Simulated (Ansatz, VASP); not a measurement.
**One calculation of AlAs, two programs**

File INCAR:

```
PREC     = Accurate       # precision mode
ENCUT    = 520            # plane-wave cutoff, eV
EDIFF    = 1E-6           # SCF threshold, eV
ISMEAR   = 0              # smearing method
SIGMA    = 0.05           # smearing width, eV
LREAL    = Auto         
LASPH    = T              # aspherical terms in the spheres
NELM     = 80             # most SCF steps
ALGO     = Normal         # electronic algorithm
ISIF     = 2              # what is computed and relaxed
LWAVE    = F              # write WAVECAR
LCHARG   = F              # write CHGCAR
LDIPOL   = T            
IDIPOL   = 3            
DIPOL    = 0.5 0.5 0.409
GGA      = PE             # functional
IVDW     = 12             # dispersion correction
NBANDS   = 46             # bands
```

KPOINTS

```
regular mesh
0
Gamma
  2 3 1
```

Contents of POSCAR:

```
AlAs
1.0
    8.0103882437      0.0000000000      0.0000000000
    0.0000000000      5.6641998470      0.0000000000
    0.0000000000      0.0000000000     26.8971911828
Al As
8 8
Direct
    0.2500000000      0.5000000000      0.2974288261
    0.7500000000      0.5000000000      0.2974288261
    0.5000000000      0.0000000000      0.3718825878
    0.0000000000      0.0000000000      0.3718825878
    0.7514029992      0.5047869261      0.4504351233
    0.2504884222      0.5007692334      0.4491931459
    0.0020667266     -0.0708617399      0.5047859447
    0.5018558605     -0.0722579222      0.5037465804
    0.5000000000      0.2500000000      0.2974288261
    0.0000000000      0.2500000000      0.2974288261
    0.7500000000      0.7500000000      0.3718825878
    0.2500000000      0.7500000000      0.3718825878
    0.0002115977      0.2534990504      0.4468422506
    0.5016824683      0.2550424103      0.4466879454
    0.2526540627      0.7151099303      0.5283676533
    0.7513524716      0.7202026624      0.5301515732
```

Input for Ansatz:

```yaml
crystal:
  lattice:
    - [8.0103882437, 0.0, 0.0]
    - [0.0, 5.664199847, 0.0]
    - [0.0, 0.0, 26.8971911828]
  atoms:
    - { symbol: Al, position: [0.25, 0.5, 0.2974288261] }
    - { symbol: Al, position: [0.75, 0.5, 0.2974288261] }
    - { symbol: As, position: [0.5, 0.25, 0.2974288261] }
    - { symbol: As, position: [0.0, 0.25, 0.2974288261] }
    - { symbol: Al, position: [0.5, 0.0, 0.3718825878] }
    - { symbol: Al, position: [0.0, 0.0, 0.3718825878] }
    - { symbol: As, position: [0.75, 0.75, 0.3718825878] }
    - { symbol: As, position: [0.25, 0.75, 0.3718825878] }
    - { symbol: Al, position: [0.7514029992, 0.5047869261, 0.4504351233] }
    - { symbol: Al, position: [0.2504884222, 0.5007692334, 0.4491931459] }
    - { symbol: As, position: [0.0002115977, 0.2534990504, 0.4468422506] }
    - { symbol: As, position: [0.5016824683, 0.2550424103, 0.4466879454] }
    - { symbol: Al, position: [0.0020667266, -0.0708617399, 0.5047859447] }
    - { symbol: Al, position: [0.5018558605, -0.0722579222, 0.5037465804] }
    - { symbol: As, position: [0.2526540627, 0.7151099303, 0.5283676533] }
    - { symbol: As, position: [0.7513524716, 0.7202026624, 0.5301515732] }
basis:
  ecutwfc: 420
kpoints:
  mp_grid: { grid: [2, 3, 1] }
hamiltonian:
  xc: pbe
  dispersion: d3bj
scf:
  occupations: { method: gaussian, width: 0.05 }
output:
  forces: true
  eigenvalues: true
  write_density: true
  volumetric_format: npy
efield:
  axis: 3
  dipole_correction: true
  ramp_width: 0.04
```

Alike in both runs: task single point; functional PBE; dispersion D3(BJ); k mesh 2 × 3 × 1; occupations gaussian, width 0.05 eV; no spin polarisation.

```csv
,VASP,Ansatz
version,VASP 6.6.1,Ansatz 0.2.0
potentials or method,"VASP PAW PBE potentials, release 64 (Al, As), cutoff 520 eV","scalar-relativistic, plane waves, PAW"
valence electrons in the cell,64,144
```

VASP gave:

* gap on the k mesh at the Fermi level (eV): 1.02
* least direct gap on the mesh (eV): 1.08
* rms of the force components (eV/Å): 0.453

Task: Which values does Ansatz return?

Result: gap on the k mesh at the Fermi level (eV): 1.03; least direct gap on the mesh (eV): 1.08; rms of the force components (eV/Å): 0.455.

VASP's potentials hold 64 valence electrons a cell and Ansatz's 144, so a difference there can come from the potentials and not from the codes.
